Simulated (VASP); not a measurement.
# Ta3Ag (Pm-3m) in VASP: relaxation of cell and atoms with PBE

Aim: the relaxation of cell and atoms of Ta3Ag with PBE.

Program: VASP 6.6.1. These are calculated values, not measurements. Logs are shortened: lines on timing, memory, paths and dates and some standing lists are left out, and cuts for length are marked.

## (1) The cell of the first run

It takes space group Pm-3m (No. 221, cubic). The conventional cell has a = 4.158 Å, b = 4.158 Å, c = 4.158 Å, α = 90.00°, β = 90.00°, γ = 90.00°. Ta (site symmetry 4/mmm) has 8 Ta at 2.94 Å and 4 Ag at 2.94 Å within 3.9 Å. Within 3.9 Å of Ag (site symmetry m-3m) lie 12 Ta at 2.94 Å.

## (2) Relaxation of cell and atoms, PBE

Contents of INCAR:

```
ALGO     = Fast           # electronic algorithm
EDIFF    = 1E-6           # SCF threshold, eV
EDIFFG   = -0.01          # ionic threshold
ENCUT    = 600            # plane-wave cutoff, eV
GGA      = PE             # functional
IBRION   = 2              # ionic algorithm
ISIF     = 3              # what is computed and relaxed
ISMEAR   = 0              # smearing method
LASPH    = True           # aspherical terms in the spheres
LCHARG   = False          # write CHGCAR
LREAL    = False          # projectors in reciprocal space
LWAVE    = False          # write WAVECAR
NELM     = 60             # most SCF steps
NSW      = 100            # ionic steps
PREC     = Accurate       # precision mode
SIGMA    = 0.1            # smearing width, eV
```

Contents of KPOINTS:

```
k-points
0
Gamma
  12 12 12
```

Contents of POSCAR:

```
Ta3Ag
1.0
    4.1578340389      0.0000000000      0.0000000000
    0.0000000000      4.1578340389      0.0000000000
    0.0000000000      0.0000000000      4.1578340389
Ta Ag
3 1
Direct
    0.0000000000      0.5000000000      0.5000000000
    0.5000000000      0.0000000000      0.5000000000
    0.5000000000      0.5000000000      0.0000000000
    0.0000000000      0.0000000000      0.0000000000
```

Potentials or basis: VASP PAW PBE potentials, release 64 (Ta_pv, Ag).

Command:

```console
> cat potpaw_PBE.64/Ta_pv/POTCAR potpaw_PBE.64/Ag/POTCAR > POTCAR
> mpirun -np 1 vasp_std > vasp.out
```

OUTCAR:

```text
EDIFF = 1E-6
   EDIFFG = -0.01
   ENCUT = 600
   GGA = PE
   IBRION = 2
   ISIF = 3
   ISMEAR = 0
   LASPH = True
   LREAL = False
   NELM = 60
   NSW = 100
   PREC = Accurate

 ion  position               nearest neighbor table
   1  0.000  0.500  0.500-   2 2.94   3 2.94   4 2.94   3 2.94   4 2.94   2 2.94   4 2.94   4 2.94
                             2 2.94   3 2.94   3 2.94   2 2.94
   2  0.500  0.000  0.500-   1 2.94   3 2.94   4 2.94   3 2.94   4 2.94   1 2.94   3 2.94   3 2.94
                             1 2.94   4 2.94   4 2.94   1 2.94
   3  0.500  0.500  0.000-   1 2.94   2 2.94   4 2.94   1 2.94   2 2.94   2 2.94   4 2.94   2 2.94
                             1 2.94   4 2.94   1 2.94   4 2.94
   4  0.000  0.000  0.000-   1 2.94   2 2.94   3 2.94   1 2.94   2 2.94   1 2.94   3 2.94   1 2.94
                             2 2.94   3 2.94   2 2.94   3 2.94

  LATTYP: Found a simple cubic cell.
 ALAT       =     4.1578340389

  Lattice vectors:

 A1 = (   4.1578340389,   0.0000000000,   0.0000000000)
 A2 = (   0.0000000000,   4.1578340389,   0.0000000000)
 A3 = (   0.0000000000,   0.0000000000,   4.1578340389)

Analysis of symmetry for initial positions (statically):
=====================================================================
 Subroutine PRICEL returns:
 Original cell was already a primitive cell.

 Routine SETGRP: Setting up the symmetry group for a
 simple cubic supercell.

 Subroutine GETGRP returns: Found 48 space group operations
 (whereof 48 operations were pure point group operations)
 out of a pool of 48 trial point group operations.

The static configuration has the point symmetry O_h .

Analysis of symmetry for dynamics (positions and initial velocities):
=====================================================================
 Subroutine PRICEL returns:
 Original cell was already a primitive cell.

 Routine SETGRP: Setting up the symmetry group for a
 simple cubic supercell.

 Subroutine GETGRP returns: Found 48 space group operations
 (whereof 48 operations were pure point group operations)
 out of a pool of 48 trial point group operations.

The dynamic configuration has the point symmetry O_h .

 Subroutine INISYM returns: Found 48 space group operations
 (whereof 48 operations are pure point group operations),
 and found     1 'primitive' translations

[... 107 lines left out ...]
   TEBEG  =    0.0;   TEEND  =   0.0 temperature during run
   PSTRESS=    0.0 pullay stress
   NELECT =      44.0000    total number of electrons
   NUPDOWN=      -1.0000    fix difference up-down
   EMIN   =  10.00;   EMAX   =-10.00  energy-range for DOS
   EFERMI =   0.00;   METHOD = LEGACY
   ISMEAR =     0;   SIGMA  =   0.10  broadening in eV -4-tet -1-fermi 0-gaus
   EFERMI_NEDOS =   21; number of points for ismear=-14 and -15
   IALGO  =     68    algorithm
   IMIX   =      4    mixing-type and parameters
     AMIX     =   0.40;   BMIX     =  1.00
     AMIX_MAG =   1.60;   BMIX_MAG =  1.00
  volume/ion in A,a.u.               =      17.97       121.27
  Fermi-wavevector in a.u.,A,eV,Ry     =   1.390033  2.626782 26.289080  1.932193
  Thomas-Fermi vector in A             =   2.514007
   LORBIT       =      0    0 simple, 1 ext, 2 COOP (PROOUT), +10 PAW based schemes
   GGA     = PE    functional components
   LHFCALC =     F    Hartree Fock is set to
   AEXX    =    0.0000 exact exchange contribution
   IVDW    =     0    specifies the selected vdW correction
   LEPSILON=     F    determine dielectric tensor
   LRPA    =     F    only Hartree local field effects (RPA)
 conjugate gradient relaxation of ions
 non-spin polarized calculation
 RMM-DIIS sequential band-by-band and
 Gauss-broadening in eV      SIGMA  =   0.10
  energy-cutoff  :      600.00
  volume of cell :       71.88
 maximum number of plane-waves:      2440
 NGX is ok and might be reduce to    36
   NGX = 17   NGY = 17   NGZ = 17

--------------------------------------- Ionic step        1  -------------------------------------------

 number of electron      44.0000003 magnetization

 Free energy of the ion-electron system (eV)
  ---------------------------------------------------
  ext. energy  EPLUGINS =         0.00000000
  ---------------------------------------------------
  free energy    TOTEN  =       -37.05066849 eV

  energy without entropy =      -37.02537114  energy(sigma->0) =      -37.03801982

------------------------ aborting loop because EDIFF is reached ----------------------------------------

  FORCE on cell =-STRESS in cart. coord.  units (eV):
  Direction    XX          YY          ZZ          XY          YZ          ZX
  --------------------------------------------------------------------------------------
  -------------------------------------------------------------------------------------
  Total        0.1017289      0.1017289      0.1017289      0.0000000      0.0000000     -0.0000000
  in kB        2.2675319      2.2675319      2.2675319      0.0000000      0.0000000     -0.0000000
  external PRESSURE =       2.2675319 kB  Pullay stress =       0.0000000 kB
[... 63 lines left out ...]
--------------------------------------- Ionic step        3  -------------------------------------------

 number of electron      44.0000004 magnetization

 Free energy of the ion-electron system (eV)
  ---------------------------------------------------
  ext. energy  EPLUGINS =         0.00000000
  ---------------------------------------------------
  free energy    TOTEN  =       -37.05073324 eV

  energy without entropy =      -37.02537562  energy(sigma->0) =      -37.03805443

 E-fermi :   6.4924     XC(G=0): -12.4933

 val. band max:        6.4916701883   @ k =   0.4167   0.3333   0.1667
 cond. band min:       6.5034008787   @ k =   0.5000   0.3333   0.2500
 fundamental gap:      0.0117306903
 Fermi energy:         6.4924263780

 k-point     1 :       0.0000    0.0000    0.0000
  band No.  band energies     occupation
      1     -28.0933      2.00000
      2     -28.0933      2.00000
      3     -28.0933      2.00000
      4     -27.6532      2.00000
      5     -27.6532      2.00000
      6     -27.6532      2.00000
[... 685 lines left out ...]
     25       8.0470      0.00000
     26       8.3138      0.00000

 [... further k-points ...]

------------------------ aborting loop because EDIFF is reached ----------------------------------------

  FORCE on cell =-STRESS in cart. coord.  units (eV):
  Direction    XX          YY          ZZ          XY          YZ          ZX
  --------------------------------------------------------------------------------------
  -------------------------------------------------------------------------------------
  Total       -0.0003944     -0.0003944     -0.0003944      0.0000000      0.0000000      0.0000000
  in kB       -0.0087798     -0.0087798     -0.0087798      0.0000000      0.0000000      0.0000000
  external PRESSURE =      -0.0087798 kB  Pullay stress =       0.0000000 kB
[... 19 lines left out ...]
  FREE ENERGIE OF THE ION-ELECTRON SYSTEM (eV)
  ---------------------------------------------------
  free  energy   TOTEN  =       -37.0507332359 eV

  energy  without entropy=      -37.0253756197  energy(sigma->0) =      -37.03805443

 reached required accuracy - stopping structural energy minimisation
```

OSZICAR:

```text
N       E                     dE             d eps       ncg     rms          rms(c)
DAV:   1     0.416628294479E+03    0.41663E+03   -0.26658E+04  4384   0.193E+03
DAV:   2    -0.227431656363E+02   -0.43937E+03   -0.43408E+03  4778   0.501E+02
DAV:   3    -0.392529923542E+02   -0.16510E+02   -0.15996E+02  5590   0.840E+01
[... 27 lines left out ...]
RMM:   3    -0.370507385733E+02    0.23525E-03   -0.87092E-04  4368   0.191E-01    0.487E-02
RMM:   4    -0.370507203130E+02    0.18260E-04   -0.39185E-04  4384   0.122E-01    0.407E-02
RMM:   5    -0.370507329262E+02   -0.12613E-04   -0.71398E-05  4423   0.599E-02    0.177E-02
RMM:   6    -0.370507327080E+02    0.21821E-06   -0.32663E-05  4745   0.346E-02    0.401E-03
RMM:   7    -0.370507332359E+02   -0.52791E-06   -0.72168E-06  3501   0.151E-02
   3 F= -.37050733E+02 E0= -.37038054E+02  d E =-.647410E-04
```

CONTCAR:

```text
Ta3Ag
   1.00000000000000
     4.1595880028272507    0.0000000000000000   -0.0000000000000000
     0.0000000000000000    4.1595880028272507   -0.0000000000000000
     0.0000000000000000    0.0000000000000000    4.1595880028272507
  Ta              Ag
     3     1
Direct
     0.0000000000000000    0.5000000000000000    0.5000000000000000
     0.5000000000000000    0.0000000000000000    0.5000000000000000
     0.5000000000000000    0.5000000000000000    0.0000000000000000
     0.0000000000000000    0.0000000000000000    0.0000000000000000

  0.00000000E+00  0.00000000E+00  0.00000000E+00
  0.00000000E+00  0.00000000E+00  0.00000000E+00
  0.00000000E+00  0.00000000E+00  0.00000000E+00
  0.00000000E+00  0.00000000E+00  0.00000000E+00
```

Wall time 6.3 min (1 thread of AMD EPYC 7R43 (Zen 3), shared host); peak memory 0.3 GiB.

What came out:

```yaml
Free_energy: -37.0507 eV
Relaxed_volume: 17.99 Å³/atom
Relaxed_cell: a = 4.160 Å, b = 4.160 Å, c = 4.160 Å, α = 90.00°, β = 90.00°, γ = 90.00°
Space_group_after_relaxing_to_0.1_Å: Pm-3m (No. 221)
Energy_gained_by_relaxing: 0.0 meV/atom
Ionic_steps: 3
Pressure_after_relaxing: 0.0 GPa
Band_gap_on_the_k_mesh: zero (bands 22 and 23 overlap by 2.67 eV)
```

Final structure:
```cif
data_structure
_symmetry_space_group_name_H-M 'P 1'
_symmetry_Int_Tables_number 1
_cell_length_a 4.1596
_cell_length_b 4.1596
_cell_length_c 4.1596
_cell_angle_alpha 90.000
_cell_angle_beta 90.000
_cell_angle_gamma 90.000
_cell_volume 71.97
loop_
_atom_site_label
_atom_site_type_symbol
_atom_site_fract_x
_atom_site_fract_y
_atom_site_fract_z
_atom_site_occupancy
Ta1 Ta 0.00000 0.50000 0.50000 1
Ta2 Ta 0.50000 0.00000 0.50000 1
Ta3 Ta 0.50000 0.50000 0.00000 1
Ag1 Ag 0.00000 0.00000 0.00000 1
```

Levels at points of the mesh, in eV from the Fermi level:
```
           k point  band 19  band 20  band 21  band 22  band 23  band 24  band 25  band 26
(0.00, 0.00, 0.00)    -1.73    -1.02    -1.02     2.39     2.39     2.39     3.01     3.01
(0.50, 0.00, 0.00)    -1.55    -1.55     0.41     0.41     0.42     0.66     1.35     2.17
(0.50, 0.50, 0.00)    -1.78    -1.23    -1.09    -1.09     0.73     0.73     1.76     1.76
(0.50, 0.50, 0.50)     0.11     0.11     0.11     0.14     0.14     0.14     0.89     2.60
```

Caveat: spin-orbit coupling is left out, which moves the levels of the heavy elements.
